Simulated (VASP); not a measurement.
# Yb (Immm) in VASP: a series of runs, part 2 of 2

VASP 6.6.1. Earlier steps stand in the parts before.

### 3 Single point, PBE (engineering shear strain xz -0.1650, normal strain along z +0.0000)

INCAR

```
SYSTEM = Yb
  ALGO = Fast
  EDIFF = 1E-6
  ENCUT = 520
  GGA = PE
  ISIF = 2
  ISMEAR = 0
  LASPH = .TRUE.
  LCHARG = .TRUE.
  LELF = .TRUE.
  LREAL = .FALSE.
  LVHAR = .TRUE.
  LWAVE = .FALSE.
  NBANDS = 18
  NELM = 80
  PREC = Accurate
  SIGMA = 0.15
```

KPOINTS

```
k-points
0
G
  14 14 14
  0 0 0
```

POSCAR

```
Yb
1.0
   -0.2154726293      2.6117894455      2.6117894455
    2.3963168162      0.0000000000      2.3963168162
    2.6117894455      2.6117894455     -0.2154726293
Yb
1
Direct
    0.0000000000      0.0000000000      0.0000000000
```

Potentials or basis: VASP PAW PBE potentials, release 64 (Yb).

The run is started by

```sh
$ cat potpaw_PBE.64/Yb/POTCAR > POTCAR
$ mpirun -np 1 vasp_std > vasp.out
```

OUTCAR:

```text
SYSTEM = Yb
   EDIFF = 1E-6
   ENCUT = 520
   GGA = PE
   ISIF = 2
   ISMEAR = 0
   LASPH = .TRUE.
   LREAL = .FALSE.
   NELM = 80
   PREC = Accurate

 ion  position               nearest neighbor table
   1  0.000  0.000  0.000-

  LATTYP: Found a body centered orthorhombic cell.
 ALAT       =     3.3889037412
 B/A-ratio  =     1.1798365123
 C/A-ratio  =     1.5413771797

  Lattice vectors:

 A1 = (   2.6117894455,  -2.6117894455,  -0.2154726293)
[... 673 lines left out ...]
      6       1.0890      2.00000
[... 10 lines left out ...]
     17       6.7487      0.00000
     18      11.8942      0.00000

 [... further k-points ...]

------------------------ aborting loop because EDIFF is reached ----------------------------------------

  FORCE on cell =-STRESS in cart. coord.  units (eV):
  Direction    XX          YY          ZZ          XY          YZ          ZX
  --------------------------------------------------------------------------------------
  -------------------------------------------------------------------------------------
  Total        0.2706442     -0.0219630      0.2706442      0.0000000      0.0000000      0.8719446
  in kB       12.2526724     -0.9943155     12.2526724      0.0000000      0.0000000     39.4748975
  external PRESSURE =       7.8370097 kB  Pullay stress =       0.0000000 kB

 VOLUME and BASIS-vectors are now :
 -----------------------------------------------------------------------------
  energy-cutoff  :      520.00
  volume of cell :       35.39
      direct lattice vectors                 reciprocal lattice vectors
    -0.215472629  2.611789445  2.611789445    -0.176849541  0.191439628  0.176849541
     2.396316816  0.000000000  2.396316816     0.208653546 -0.191439628  0.208653546
     2.611789445  2.611789445 -0.215472629     0.176849541  0.191439628 -0.176849541

 POSITION                                       TOTAL-FORCE (eV/Angst)
 -----------------------------------------------------------------------------------
      0.00000      0.00000      0.00000         0.000000      0.000000      0.000000
 -----------------------------------------------------------------------------------
    total drift:                               -0.000000     -0.000000     -0.000000

  FREE ENERGIE OF THE ION-ELECTRON SYSTEM (eV)
  ---------------------------------------------------
  free  energy   TOTEN  =        -3.5028185971 eV

  energy  without entropy=       -3.4848283115  energy(sigma->0) =       -3.49382345
```

stdout:

```text
POSCAR found type information on POSCAR Yb
 POSCAR found :  1 types and       1 ions
 scaLAPACK will be used
 LDA part: xc-table for (Slater+PW92), standard interpolation
 POSCAR, INCAR and KPOINTS ok, starting setup
 FFT: planning ... GRIDC
 FFT: planning ... GRID_SOFT
 FFT: planning ... GRID
 WAVECAR not read
 entering main loop
```

Wall time 14 min (1 thread of Intel Xeon 8259CL, shared host); peak memory 0.41 GiB.

Results:

```yaml
Free_energy: -3.5028 eV
Pressure: 0.8 GPa
Band_gap_on_the_k_mesh: zero (bands 12 and 13 overlap by 0.46 eV)
```

Caveat: the cell differs from its parent crystal (engineering shear strain xz -0.1650, normal strain along z +0.0000); spin-orbit coupling is left out, which moves the levels of the heavy elements. Spin polarisation is off, so any magnetic state and its effect on volume and gap are missing.

### 4 Single point, PBE (engineering shear strain xz -0.1100, normal strain along z +0.0000)

INCAR

```
SYSTEM = Yb
PREC = Accurate ; ENCUT = 520
EDIFF = 1E-7 ; ISMEAR = 0
SIGMA = 0.15 ; LREAL = .FALSE.
LASPH = .TRUE. ; NELM = 60
ALGO = Fast ; ISIF = 2
LWAVE = .FALSE. ; LCHARG = .TRUE.
GGA = PE ; LELF = .TRUE.
LVHAR = .TRUE. ; NBANDS = 18
```

KPOINTS

```
Automatic mesh
0
G
  14 14 14
  0 0 0
```

POSCAR

```
Yb
1.0
   -0.1436484195      2.6117894455      2.6117894455
    2.4681410260      0.0000000000      2.4681410260
    2.6117894455      2.6117894455     -0.1436484195
Yb
1
Direct
    0.0000000000      0.0000000000      0.0000000000
```

Potentials or basis: VASP PAW PBE potentials, release 64 (Yb).

The run is started by

```sh
$ cat potpaw_PBE.64/Yb/POTCAR > POTCAR
$ mpirun -np 1 vasp_std > vasp.out
```

OUTCAR:

```text
SYSTEM = Yb
   PREC = Accurate
   ENCUT = 520
   EDIFF = 1E-7
   ISMEAR = 0
   LREAL = .FALSE.
   LASPH = .TRUE.
   NELM = 60
   ISIF = 2
   GGA = PE

 ion  position               nearest neighbor table
   1  0.000  0.000  0.000-

  LATTYP: Found a body centered orthorhombic cell.
 ALAT       =     3.4904785128
 B/A-ratio  =     1.1164021164
 C/A-ratio  =     1.4965222882

  Lattice vectors:

 A1 = (   2.6117894455,  -2.6117894455,  -0.1436484195)
 A2 = (  -2.6117894455,  -2.6117894455,   0.1436484195)
[... 684 lines left out ...]
     18      11.9890      0.00000

 [... further k-points ...]

------------------------ aborting loop because EDIFF is reached ----------------------------------------

  FORCE on cell =-STRESS in cart. coord.  units (eV):
  Direction    XX          YY          ZZ          XY          YZ          ZX
  --------------------------------------------------------------------------------------
  -------------------------------------------------------------------------------------
  Total        0.1678068     -0.0019657      0.1678068      0.0000000      0.0000000      0.5577171
  in kB        7.5681789     -0.0886559      7.5681789      0.0000000      0.0000000     25.1533454
  external PRESSURE =       5.0159006 kB  Pullay stress =       0.0000000 kB

 VOLUME and BASIS-vectors are now :
 -----------------------------------------------------------------------------
  energy-cutoff  :      520.00
  volume of cell :       35.52
      direct lattice vectors                 reciprocal lattice vectors
    -0.143648420  2.611789445  2.611789445    -0.181459363  0.191439628  0.181459363
     2.468141026  0.000000000  2.468141026     0.202581617 -0.191439628  0.202581617
     2.611789445  2.611789445 -0.143648420     0.181459363  0.191439628 -0.181459363

 POSITION                                       TOTAL-FORCE (eV/Angst)
 -----------------------------------------------------------------------------------
      0.00000      0.00000      0.00000        -0.000000      0.000000      0.000000
 -----------------------------------------------------------------------------------
    total drift:                                0.000000     -0.000000     -0.000000

  FREE ENERGIE OF THE ION-ELECTRON SYSTEM (eV)
  ---------------------------------------------------
  free  energy   TOTEN  =        -3.5424148603 eV

  energy  without entropy=       -3.5253534739  energy(sigma->0) =       -3.53388417
```

OSZICAR:

```text
N       E                     dE             d eps       ncg     rms          rms(c)
DAV:   1     0.118091897289E+03    0.11809E+03   -0.87027E+03 19620   0.908E+03
DAV:   2     0.122052800393E+02   -0.10589E+03   -0.10236E+03 19584   0.556E+02
DAV:   3    -0.132958539324E+01   -0.13535E+02   -0.13375E+02 22806   0.117E+02
[... 42 lines left out ...]
RMM:  46    -0.354241434666E+01   -0.23274E-06   -0.20361E-06 20651   0.357E-02    0.836E-02
RMM:  47    -0.354241450968E+01   -0.16303E-06   -0.16800E-06 20624   0.316E-02    0.841E-02
RMM:  48    -0.354241465299E+01   -0.14330E-06   -0.13780E-06 20542   0.285E-02    0.844E-02
RMM:  49    -0.354241477140E+01   -0.11841E-06   -0.11426E-06 20456   0.257E-02    0.850E-02
RMM:  50    -0.354241486033E+01   -0.88932E-07   -0.94231E-07 20336   0.230E-02
   1 F= -.35424149E+01 E0= -.35338842E+01  d E =-.170614E-01
```

Run time: 19 min. Hardware: 1 thread of Intel Xeon 8259CL, shared host; peak memory 0.42 GiB.

Results:

```
Free energy            : -3.5424 eV
Pressure               : 0.5 GPa
Band gap on the k mesh : zero (bands 12 and 13 overlap by 0.30 eV)
```

Caveat: the cell differs from its parent crystal (engineering shear strain xz -0.1100, normal strain along z +0.0000); spin-orbit coupling is left out, which moves the levels of the heavy elements. Spin polarisation is off, so any magnetic state and its effect on volume and gap are missing.

### 5 The runs side by side

```csv
cell,further INCAR settings,gap on the mesh (eV),pressure (GPa)
"a = 3.705, b = 3.287 Å, angles 63.7, 67.2, 63.7°, 1 atom",ALGO = Fast; EDIFF = 1e-07; NBANDS = 18,none,0.7
"a = 3.700, b = 3.389 Å, angles 62.7, 65.4, 62.7°, 1 atom",ALGO = Fast; EDIFF = 1e-06; NBANDS = 18,none,0.8
"a = 3.696, b = 3.490 Å, angles 61.8, 63.6, 61.8°, 1 atom",ALGO = Fast; EDIFF = 1e-07; NBANDS = 18,none,0.5
```

Alike in all rows: task single point; level PBE; potentials or basis VASP PAW PBE potentials, release 64 (Yb); no spin polarisation; k mesh 14 × 14 × 14; cutoff (eV) 520; smearing gaussian 0.15 eV.

Caveats: spin-orbit coupling is left out, which moves the levels of the heavy elements.

Total energies depend on the potentials used, so only differences within one code and one set of settings carry meaning.
